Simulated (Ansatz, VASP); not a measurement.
One calculation of C, two programs

File INCAR:

```
SYSTEM = C
PREC = Accurate
ENCUT = 1300
EDIFF = 1E-6
ISMEAR = 0
SIGMA = 0.02
LREAL = .False.
LASPH = .True.
NELM = 120
ALGO = Normal
ISIF = 2
LWAVE = .False.
LCHARG = .False.
NBANDS = 11
GGA_COMPAT = .False.
```

The input KPOINTS:

```
Automatic mesh
0
Gamma
  12 12 12
  0 0 0
```

File POSCAR:

```
C
1.0
    0.0000000000      1.7834000000      1.7834000000
    1.7834000000      0.0000000000      1.7834000000
    1.7834000000      1.7834000000      0.0000000000
C
2
Direct
    0.5000000000      0.5000000000      0.5000000000
    0.7500000000      0.7500000000      0.7500000000
```

Input for Ansatz:

```yaml
crystal:
  lattice:
    - [0.0, 1.7834, 1.7834]
    - [1.7834, 0.0, 1.7834]
    - [1.7834, 1.7834, 0.0]
  atoms:
    - { symbol: C, position: [0.5, 0.5, 0.5] }
    - { symbol: C, position: [0.75, 0.75, 0.75] }
basis:
  ecutwfc: 420
kpoints:
  mp_grid: { grid: [12, 12, 12] }
hamiltonian:
  xc: lda
  pseudopotentials: { kind: paw, azcp: { folder: soft_1 } }
scf:
  occupations: { method: gaussian, width: 0.02 }
output:
  forces: true
  stress: true
  eigenvalues: true
```

Alike in both runs: task single point; functional LDA; k mesh 12 × 12 × 12; occupations gaussian, width 0.02 eV; no spin polarisation.

```csv
,VASP,Ansatz
version,VASP 6.6.1,Ansatz 0.2.0
potentials or method,"VASP PAW LDA potentials, release 64 (C_h), cutoff 1300 eV","scalar-relativistic, plane waves, PAW"
valence electrons in the cell,8,8
```

|  | VASP | Ansatz | Ansatz less VASP |
| --- | --- | --- | --- |
| gap on the k mesh at the Fermi level (eV) | 4.12 | 4.13 | +0.004 |
| least direct gap on the mesh (eV) | 5.54 | 5.54 | -0.004 |
| pressure (GPa) | -12.3 | -13.2 | -0.94 |

Ansatz warns that its potentials were made for another functional, while VASP's fit it. LDA's correlation is that of Perdew and Zunger in VASP and of Perdew and Wang (1992) in Ansatz.
